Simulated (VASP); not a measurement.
# BaTiCl3 in VASP: notebook

BaTiCl3 is run at these levels: r2SCAN; tasks: single point.

Program: VASP 6.6.1. These are calculated values, not measurements. Logs are shortened: lines on timing, memory, paths and dates and some standing lists are left out, and cuts for length are marked.

### Step 1. The cell of the first run

The typed cell holds 10 atoms: a = 6.952 Å, b = 6.952 Å, c = 5.853 Å, α = 90.00°, β = 90.00°, γ = 60.00°.

### Step 2. Single point, r2SCAN, collinear spin

POSCAR reads:

```
BaTiCl3
1.0
    3.4762283700      6.0210003700      0.0000000000
   -3.4762283700      6.0210003700      0.0000000000
    0.0000000000      0.0000000000      5.8526259000
Cl Ti Ba
6 2 2
Direct
    0.2964000000      0.8518000000      0.5000000000
    0.8518000000      0.8518000000      0.5000000000
    0.8518000000      0.2964000000      0.5000000000
    0.7036000000      0.1482000000      0.0000000000
    0.1482000000      0.1482000000      0.0000000000
    0.1482000000      0.7036000000      0.0000000000
    0.0000000000      0.0000000000      0.2559400000
    0.0000000000      0.0000000000      0.7440600000
    0.3333000000      0.3334000000      0.5000000000
    0.6667000000      0.6666000000      0.0000000000
```

INCAR.step1 reads:

```
PREC = Accurate
ENCUT = 550
ISMEAR = -1
SIGMA = 0.1
LREAL = F
LASPH = T
NELM = 200
ISPIN = 2
MAGMOM = 0 0 0 0 0 0 1 1 0 0
LMAXMIX = 4
NBANDS = 58
GGA = PE
ALGO = Normal
EDIFF = 1E-5
LWAVE = T
LCHARG = F
GGA_COMPAT = F
KPAR = 4
```

INCAR.step2 reads:

```
PREC = Accurate
ENCUT = 550
EDIFF = 1E-6
ISMEAR = -1
SIGMA = 0.1
LREAL = F
LASPH = T
NELM = 200
ALGO = Normal
ISIF = 2
LWAVE = F
LCHARG = T
ISPIN = 2
MAGMOM = 0 0 0 0 0 0 1 1 0 0
LORBIT = 11
LMAXMIX = 4
METAGGA = R2SCAN
LMIXTAU = T
LVHAR = T
NBANDS = 58
ISTART = 1
GGA_COMPAT = F
KPAR = 4
```

KPOINTS reads:

```
Automatic mesh
0
Gamma
  4 4 4
```

Potentials or basis: VASP PAW PBE potentials, release 64 (Cl, Ti_sv, Ba_sv).

On the command line:

```console
$ cat potpaw_PBE.64/Cl/POTCAR potpaw_PBE.64/Ti_sv/POTCAR potpaw_PBE.64/Ba_sv/POTCAR > POTCAR
$ cp INCAR.step1 INCAR
$ mpirun -np 4 vasp_std > vasp.out
$ cp INCAR.step2 INCAR
$ mpirun -np 4 vasp_std > vasp.out
```

OUTCAR:

```text
PREC = Accurate
   ENCUT = 550
   EDIFF = 1E-6
   ISMEAR = -1
   LREAL = F
   LASPH = T
   NELM = 200
   ISIF = 2
   ISPIN = 2
   LORBIT = 11
   METAGGA = R2SCAN
   ISTART = 1

 ion  position               nearest neighbor table
   1  0.296  0.852  0.500-   7 2.29   8 2.29   9 3.48   9 3.48  10 3.68  10 3.68
   2  0.852  0.852  0.500-   7 2.29   8 2.29   9 3.48   9 3.48  10 3.68  10 3.68
   3  0.852  0.296  0.500-   7 2.29   8 2.29   9 3.48   9 3.48  10 3.68  10 3.68
   4  0.704  0.148  0.000-   7 2.33   8 2.33  10 3.48  10 3.48   9 3.68   9 3.68
   5  0.148  0.148  0.000-   7 2.33   8 2.33  10 3.48  10 3.48   9 3.68   9 3.68
   6  0.148  0.704  0.000-   7 2.33   8 2.33  10 3.48  10 3.48   9 3.68   9 3.68
   7  0.000  0.000  0.256-   2 2.29   1 2.29   3 2.29   5 2.33   4 2.33   6 2.33   8 2.86
   8  0.000  0.000  0.744-   2 2.29   1 2.29   3 2.29   5 2.33   4 2.33   6 2.33   7 2.86
   9  0.333  0.333  0.500-   1 3.48   2 3.48   3 3.48   3 3.48   1 3.48   2 3.48   6 3.68   6 3.68
                             5 3.68   5 3.68   4 3.68   4 3.68
  10  0.667  0.667  0.000-   4 3.48   5 3.48   6 3.48   6 3.48   4 3.48   5 3.48   3 3.68   3 3.68
                             2 3.68   2 3.68   1 3.68   1 3.68

  LATTYP: Found a hexagonal cell.
 ALAT       =     6.9524534616
 C/A-ratio  =     0.8418072746

  Lattice vectors:

 A1 = (   3.4762283700,  -6.0210003700,   0.0000000000)
 A2 = (   3.4762283700,   6.0210003700,   0.0000000000)
 A3 = (   0.0000000000,   0.0000000000,   5.8526259000)

Analysis of symmetry for initial positions (statically):
=====================================================================
 Subroutine PRICEL returns:
 Original cell was already a primitive cell.

 Routine SETGRP: Setting up the symmetry group for a
 hexagonal supercell.

 Subroutine GETGRP returns: Found  4 space group operations
 (whereof  4 operations were pure point group operations)
 out of a pool of 24 trial point group operations.

The static configuration has the point symmetry C_2v.

Analysis of symmetry for dynamics (positions and initial velocities):
=====================================================================
 Subroutine PRICEL returns:
 Original cell was already a primitive cell.

 Routine SETGRP: Setting up the symmetry group for a
 hexagonal supercell.

 Subroutine GETGRP returns: Found  4 space group operations
 (whereof  4 operations were pure point group operations)
 out of a pool of 24 trial point group operations.

The dynamic configuration has the point symmetry C_2v.

Analysis of structural, dynamic, and magnetic symmetry:
=====================================================================
 Subroutine PRICEL returns:
 Original cell was already a primitive cell.

 Routine SETGRP: Setting up the symmetry group for a
 hexagonal supercell.

 Subroutine GETGRP returns: Found  4 space group operations
 (whereof  4 operations were pure point group operations)
 out of a pool of 24 trial point group operations.

The overall configuration has the point symmetry C_2v.

 Subroutine INISYM returns: Found  4 space group operations
 (whereof  4 operations are pure point group operations),
 and found     1 'primitive' translations

----------------------------------------------------------------------------------------

                                     Primitive cell

  volume of cell :     244.9953

  direct lattice vectors                    reciprocal lattice vectors
     3.476228370  6.021000370  0.000000000     0.143834049  0.083042679  0.000000000
    -3.476228370  6.021000370  0.000000000    -0.143834049  0.083042679  0.000000000
     0.000000000  0.000000000  5.852625900     0.000000000  0.000000000  0.170863475

  length of vectors
     6.952453462  6.952453462  5.852625900     0.166085279  0.166085279  0.170863475

  position of ions in fractional coordinates (direct lattice)
     0.296400000  0.851800000  0.500000000
     0.851800000  0.851800000  0.500000000
     0.851800000  0.296400000  0.500000000
     0.703600000  0.148200000  0.000000000
     0.148200000  0.148200000  0.000000000
     0.148200000  0.703600000  0.000000000
     0.000000000  0.000000000  0.255940000
     0.000000000  0.000000000  0.744060000
     0.333300000  0.333400000  0.500000000
     0.666700000  0.666600000  0.000000000

  ion indices of the primitive-cell ions
   primitive index   ion index
                 1           1
                 2           2
                 3           3
                 4           4
                 5           5
                 6           6
                 7           7
                 8           8
                 9           9
                10          10

----------------------------------------------------------------------------------------

 KPOINTS: Automatic mesh

Automatic generation of k-mesh.
 Grid dimensions read from file:
 generate k-points for:    4    4    4

 Generating k-lattice:

  Cartesian coordinates                     Fractional coordinates (reciprocal lattice)
     0.035958512  0.020760670  0.000000000     0.250000000  0.000000000  0.000000000
    -0.035958512  0.020760670  0.000000000     0.000000000  0.250000000  0.000000000
     0.000000000  0.000000000  0.042715869     0.000000000  0.000000000  0.250000000

  Length of vectors
     0.041521320  0.041521320  0.042715869

  Shift w.r.t. Gamma in fractional coordinates (k-lattice)
     0.000000000  0.000000000  0.000000000

 Subroutine IBZKPT returns following result:
 ===========================================

 Found     21 irreducible k-points:

 Following reciprocal coordinates:
            Coordinates               Weight
  0.000000  0.000000  0.000000      1.000000
  0.250000  0.000000  0.000000      4.000000
  0.000000  0.250000  0.000000      2.000000
  0.500000  0.000000  0.000000      2.000000
  0.000000  0.500000  0.000000      1.000000
  0.500000  0.250000  0.000000      2.000000
[... 13 lines left out ...]
  0.500000  0.250000  0.500000      2.000000
  0.250000  0.500000  0.500000      4.000000
   k-points           NKPTS =     21   k-points in BZ     NKDIM =     21   number of bands    NBANDS=     58
   number of dos      NEDOS =    301   number of ions     NIONS =     10
   total plane-waves  NPLWV = 139968
   dimension x,y,z NGX =    54 NGY =   54 NGZ =   48
   dimension x,y,z NGXF=   108 NGYF=  108 NGZF=   96
   ions per type =               6   2   2
   NGX,Y,Z   is equivalent  to a cutoff of  12.91, 12.91, 13.63 a.u.
   NGXF,Y,Z  is equivalent  to a cutoff of  25.82, 25.82, 27.27 a.u.
 SYSTEM =  unknown system
   PREC   = accura    normal or accurate (medium, high low for compatibility)
   ISTART =      1    job   : 0-new  1-cont  2-samecut
   ICHARG =      0    charge: 1-file 2-atom 10-const
   ISPIN  =      2    spin polarized calculation?
   LNONCOLLINEAR =      F non collinear calculations
   LSORBIT =      F    spin-orbit coupling
   LASPH  =      T    aspherical Exc in radial PAW
   ENCUT  =  550.0 eV  40.42 Ry    6.36 a.u.  13.29 13.29 11.19*2*pi/ulx,y,z
   NELM   =    200;   NELMIN=  2; NELMDL=  0     # of ELM steps
   EDIFF  = 0.1E-05   stopping-criterion for ELM
   LREAL  =      F    real-space projection
   EDIFFG = 0.1E-04   stopping-criterion for IOM
   NSW    =      0    number of steps for IOM
   IBRION =     -1    ionic relax: 0-MD 1-quasi-New 2-CG
   NFREE  =      0    steps in history (QN), initial steepest desc. (CG)
   ISIF   =      2    stress and relaxation
   ISYM   =      2    0-nonsym 1-usesym 2-fastsym
   POTIM  = 0.5000    time-step for ionic-motion
   TEBEG  =    0.0;   TEEND  =   0.0 temperature during run
   PSTRESS=    0.0 pullay stress
   NELECT =      86.0000    total number of electrons
   NUPDOWN=      -1.0000    fix difference up-down
   EMIN   =  10.00;   EMAX   =-10.00  energy-range for DOS
   EFERMI =   0.00;   METHOD = LEGACY
   ISMEAR =    -1;   SIGMA  =   0.10  broadening in eV -4-tet -1-fermi 0-gaus
   EFERMI_NEDOS =   21; number of points for ismear=-14 and -15
   IALGO  =     38    algorithm
   IMIX   =      4    mixing-type and parameters
     AMIX     =   0.40;   BMIX     =  1.00
     AMIX_MAG =   1.60;   BMIX_MAG =  1.00
  volume/ion in A,a.u.               =      24.50       165.33
  Fermi-wavevector in a.u.,A,eV,Ry     =   1.154840  2.182331 18.145477  1.333655
  Thomas-Fermi vector in A             =   2.291473
   LORBIT       =     11    0 simple, 1 ext, 2 COOP (PROOUT), +10 PAW based schemes
   METAGGA = R2SCAN    functional components
   LHFCALC =     F    Hartree Fock is set to
   AEXX    =    0.0000 exact exchange contribution
   IVDW    =     0    specifies the selected vdW correction
   LEPSILON=     F    determine dielectric tensor
   LRPA    =     F    only Hartree local field effects (RPA)
 spin polarized calculation
  energy-cutoff  :      550.00
  volume of cell :      245.00
 maximum number of plane-waves:      7212
 NGX is ok and might be reduce to    54
   NGX = 27   NGY = 27   NGZ = 23

 number of electron      85.9999997 magnetization       4.0677238

 Free energy of the ion-electron system (eV)
  ---------------------------------------------------
  ext. energy  EPLUGINS =         0.00000000
  ---------------------------------------------------
  free energy    TOTEN  =      -131.46032255 eV

  energy without entropy =     -131.32525577  energy(sigma->0) =     -131.39278916

 E-fermi :   6.8701     XC(G=0):  -9.6451

 val. band max:        6.8436410760   @ k =   0.0000   0.0000   0.5000
 cond. band min:       6.9244876421   @ k =   0.0000   0.0000   0.0000
 fundamental gap:      0.0808465660
 Fermi energy:         6.8701158182

 spin component 1

 k-point     1 :       0.0000    0.0000    0.0000
  band No.  band energies     occupation
      1     -52.8216      1.00000
      2     -52.7699      1.00000
      3     -28.5034      1.00000
      4     -28.3712      1.00000
      5     -28.3712      1.00000
      6     -28.2772      1.00000
[... 47 lines left out ...]
     54       8.1566      0.00000
[... 1159 lines left out ...]
     54       8.5002      0.00000
     55       8.7004      0.00000
 Fermi energy:         6.8701158182

 spin component 2

 k-point     1 :       0.0000    0.0000    0.0000
  band No.  band energies     occupation
      1     -51.2795      1.00000
      2     -51.2243      1.00000
      3     -27.3314      1.00000
      4     -26.7858      1.00000
      5     -26.6127      1.00000
      6     -26.6126      1.00000
[... 47 lines left out ...]
     54       9.2518      0.00000
[... 1159 lines left out ...]
     54       8.8170      0.00000
     55       9.2160      0.00000
 [bands above 55 left out]

------------------------ aborting loop because EDIFF is reached ----------------------------------------

  FORCE on cell =-STRESS in cart. coord.  units (eV):
  Direction    XX          YY          ZZ          XY          YZ          ZX
  --------------------------------------------------------------------------------------
  -------------------------------------------------------------------------------------
  Total       11.5712980     11.5725199     16.9485103      0.0010709      0.0000000      0.0000000
  in kB       75.6719535     75.6799447    110.8369074      0.0070030      0.0000000      0.0000000
  external PRESSURE =      87.3962685 kB  Pullay stress =       0.0000000 kB

 VOLUME and BASIS-vectors are now :
 -----------------------------------------------------------------------------
  energy-cutoff  :      550.00
  volume of cell :      245.00
      direct lattice vectors                 reciprocal lattice vectors
     3.476228370  6.021000370  0.000000000     0.143834049  0.083042679  0.000000000
    -3.476228370  6.021000370  0.000000000    -0.143834049  0.083042679  0.000000000
     0.000000000  0.000000000  5.852625900     0.000000000  0.000000000  0.170863475

 POSITION                                       TOTAL-FORCE (eV/Angst)
 -----------------------------------------------------------------------------------
     -1.93070      6.91331      2.92631         3.242377      1.872095     -0.000000
      0.00000     10.25738      2.92631        -0.000095     -3.744027     -0.000000
      1.93070      6.91331      2.92631        -3.242484      1.872048     -0.000000
      1.93070      5.12869      0.00000        -2.778848     -1.604466     -0.000000
      0.00000      1.78462      0.00000         0.000085      3.208784     -0.000000
     -1.93070      5.12869      0.00000         2.778984     -1.604446     -0.000000
      0.00000      0.00000      1.49792        -0.000015      0.000008     -0.437828
      0.00000      0.00000      4.35470        -0.000015      0.000008      0.437828
     -0.00035      4.01420      2.92631         0.000032     -0.000019     -0.000000
      0.00035      8.02780      0.00000        -0.000022      0.000013     -0.000000
 -----------------------------------------------------------------------------------
    total drift:                                0.000011     -0.000004     -0.000000

  FREE ENERGIE OF THE ION-ELECTRON SYSTEM (eV)
  ---------------------------------------------------
  free  energy   TOTEN  =      -131.4603225524 eV

  energy  without entropy=     -131.3252557724  energy(sigma->0) =     -131.39278916

 total charge

# of ion       s       p       d       tot
------------------------------------------
    1        1.605   3.627   0.000   5.232
    2        1.605   3.627   0.000   5.232
    3        1.605   3.627   0.000   5.232
    4        1.604   3.624   0.000   5.228
    5        1.604   3.624   0.000   5.228
    6        1.604   3.624   0.000   5.228
    7        2.146   6.155   2.331  10.633
    8        2.146   6.155   2.331  10.633
    9        1.991   5.597   0.250   7.838
   10        1.991   5.598   0.243   7.832
--------------------------------------------------
tot         17.902  45.259   5.155  68.317

 magnetization (x)

# of ion       s       p       d       tot
------------------------------------------
    1        0.001   0.000   0.000   0.001
    2        0.001   0.000   0.000   0.001
    3        0.001   0.000   0.000   0.001
    4        0.001   0.001   0.000   0.002
    5        0.001   0.001   0.000   0.002
    6        0.001   0.001   0.000   0.002
    7        0.013   0.015   1.335   1.363
    8        0.013   0.015   1.335   1.363
    9        0.003  -0.000   0.062   0.065
   10        0.003  -0.000   0.050   0.052
--------------------------------------------------
tot          0.037   0.032   2.781   2.849
```

It took 9.2 min on 4 MPI ranks of AMD EPYC 9R45 (Zen 5), shared host; peak memory 0.83 GiB.

Results:

* Free energy: -131.4603 eV
* Pressure: 8.7 GPa
* Largest force: 3.744 eV/Å
* Net moment: 4.07 μB per cell
* Site moments: Cl +0.00; Ti +1.36; Ba +0.07, +0.05 μB
* Valence electrons inside the program's atomic spheres: Cl 5.23; Ti 10.63; Ba 7.84, 7.83

Forces on the atoms (eV/Å):
```
Cl   3.242  1.872  0.000
Cl   0.000 -3.744  0.000
Cl  -3.242  1.872  0.000
Cl  -2.779 -1.604  0.000
Cl   0.000  3.209  0.000
Cl   2.779 -1.604  0.000
Ti   0.000  0.000 -0.438
Ti   0.000  0.000  0.438
Ba   0.000  0.000  0.000
Ba   0.000  0.000  0.000
```

Stress tensor (GPa, compression positive):
```
 7.57  0.00  0.00
 0.00  7.57  0.00
 0.00  0.00 11.08
```

Caveat: the cell stands under pressure; the PAW data sets were made with another functional, which shifts forces and pressure a little; spin-orbit coupling is left out, which moves the levels of the heavy elements; semilocal functionals often make such compounds metallic where correlation or magnetic order opens a gap, which also shifts bond lengths.

### Step 3. Single point, r2SCAN, collinear spin

POSCAR is that of step 2.

INCAR.step1 reads:

```
ALGO = Normal
EDIFF = 1E-5
ENCUT = 550
GGA = PE
GGA_COMPAT = False
ISMEAR = -1
ISPIN = 2
ISYM = 0
KPAR = 4
LASPH = True
LCHARG = False
LMAXMIX = 4
LREAL = False
LWAVE = True
MAGMOM = 0 0 0 0 0 0 -1.43 1.43 0 0
NBANDS = 58
NELM = 200
PREC = Accurate
SIGMA = 0.1
```

INCAR.step2 reads:

```
ALGO = Normal
EDIFF = 1E-6
ENCUT = 550
GGA_COMPAT = False
ISIF = 2
ISMEAR = -1
ISPIN = 2
ISTART = 1
ISYM = 0
KPAR = 4
LASPH = True
LCHARG = False
LMAXMIX = 4
LMIXTAU = True
LORBIT = 11
LREAL = False
LWAVE = False
MAGMOM = 0 0 0 0 0 0 -1.43 1.43 0 0
METAGGA = R2SCAN
NBANDS = 58
NELM = 200
PREC = Accurate
SIGMA = 0.1
```

KPOINTS reads:

```
k-points
0
Gamma
  4 4 4
```

Potentials or basis: VASP PAW PBE potentials, release 64 (Cl, Ti_sv, Ba_sv).

On the command line:

```console
$ cat potpaw_PBE.64/Cl/POTCAR potpaw_PBE.64/Ti_sv/POTCAR potpaw_PBE.64/Ba_sv/POTCAR > POTCAR
$ cp INCAR.step1 INCAR
$ mpirun -np 4 vasp_std > vasp.out
$ cp INCAR.step2 INCAR
$ mpirun -np 4 vasp_std > vasp.out
```

Wall time 14 min (4 MPI ranks of Intel Xeon 6975P-C (Granite Rapids), shared host); peak memory 1 GiB.

It converged, with:

- Free energy: -131.5528 eV
- Pressure: 9.0 GPa
- Largest force: 3.901 eV/Å
- Band gap on the k mesh: zero (filled and empty bands overlap)
- Net moment: 0.00 μB per cell
- Site moments: Cl -0.00; Ti -1.54, +1.54; Ba +0.00 μB
- Valence electrons inside the program's atomic spheres: Cl 5.24, 5.23 (each value once); Ti 10.64; Ba 7.83

Forces on the atoms (eV/Å):
```
Cl   3.378  1.951  0.000
Cl   0.000 -3.901  0.000
Cl  -3.378  1.950  0.000
Cl  -2.868 -1.656  0.000
Cl   0.000  3.312  0.000
Cl   2.868 -1.656  0.000
Ti   0.000  0.000 -0.673
Ti   0.000  0.000  0.673
Ba   0.000  0.000  0.000
Ba   0.000  0.000  0.000
```

Stress tensor (GPa, compression positive):
```
 7.86  0.00  0.00
 0.00  7.86  0.00
 0.00  0.00 11.41
```

Levels at points of the mesh, in eV from the Fermi level:
Spin up:
| k point | band 39 | band 40 | band 41 | band 42 | band 43 | band 44 | band 45 | band 46 | band 47 | band 48 |
| --- | --- | --- | --- | --- | --- | --- | --- | --- | --- | --- |
| (0.00, 0.00, 0.00) | -5.91 | -5.70 | -1.46 | -0.78 | -0.78 | -0.11 | -0.11 | 0.24 | 0.75 | 0.96 |
| (0.50, 0.00, 0.00) | -5.96 | -5.88 | -1.23 | -0.39 | -0.15 | 0.52 | 0.86 | 0.89 | 0.97 | 1.34 |
| (0.50, 0.50, 0.00) | -5.96 | -5.88 | -1.23 | -0.39 | -0.15 | 0.52 | 0.86 | 0.89 | 0.97 | 1.34 |
| (0.00, 0.50, 0.00) | -5.96 | -5.88 | -1.23 | -0.39 | -0.15 | 0.52 | 0.86 | 0.89 | 0.97 | 1.34 |
| (0.00, 0.00, 0.50) | -5.84 | -5.84 | -0.41 | -0.41 | -0.33 | 0.10 | 0.10 | 0.17 | 0.17 | 1.00 |
| (0.50, 0.00, 0.50) | -5.99 | -5.93 | -0.49 | -0.36 | -0.03 | 0.55 | 0.64 | 0.82 | 0.94 | 0.96 |
| (0.50, 0.50, 0.50) | -5.99 | -5.93 | -0.49 | -0.36 | -0.03 | 0.55 | 0.64 | 0.82 | 0.94 | 0.96 |
| (0.00, 0.50, 0.50) | -5.99 | -5.93 | -0.49 | -0.36 | -0.03 | 0.55 | 0.65 | 0.82 | 0.94 | 0.96 |
Spin down:
| k point | band 40 | band 41 | band 42 | band 43 | band 44 | band 45 | band 46 | band 47 |
| --- | --- | --- | --- | --- | --- | --- | --- | --- |
| (0.00, 0.00, 0.00) | -5.70 | -1.46 | -0.78 | -0.78 | -0.11 | -0.11 | 0.24 | 0.75 |
| (0.50, 0.00, 0.00) | -5.88 | -1.23 | -0.39 | -0.15 | 0.52 | 0.86 | 0.89 | 0.97 |
| (0.50, 0.50, 0.00) | -5.88 | -1.23 | -0.39 | -0.15 | 0.52 | 0.86 | 0.89 | 0.97 |
| (0.00, 0.50, 0.00) | -5.88 | -1.23 | -0.39 | -0.15 | 0.52 | 0.86 | 0.89 | 0.97 |
| (0.00, 0.00, 0.50) | -5.84 | -0.41 | -0.41 | -0.33 | 0.10 | 0.10 | 0.17 | 0.17 |
| (0.50, 0.00, 0.50) | -5.93 | -0.49 | -0.36 | -0.03 | 0.55 | 0.64 | 0.82 | 0.94 |
| (0.50, 0.50, 0.50) | -5.93 | -0.49 | -0.36 | -0.03 | 0.55 | 0.64 | 0.82 | 0.94 |
| (0.00, 0.50, 0.50) | -5.93 | -0.49 | -0.36 | -0.03 | 0.55 | 0.65 | 0.82 | 0.94 |

Caveat: the cell stands under pressure; the PAW data sets were made with another functional, which shifts forces and pressure a little; spin-orbit coupling is left out, which moves the levels of the heavy elements; semilocal functionals often make such compounds metallic where correlation or magnetic order opens a gap, which also shifts bond lengths.
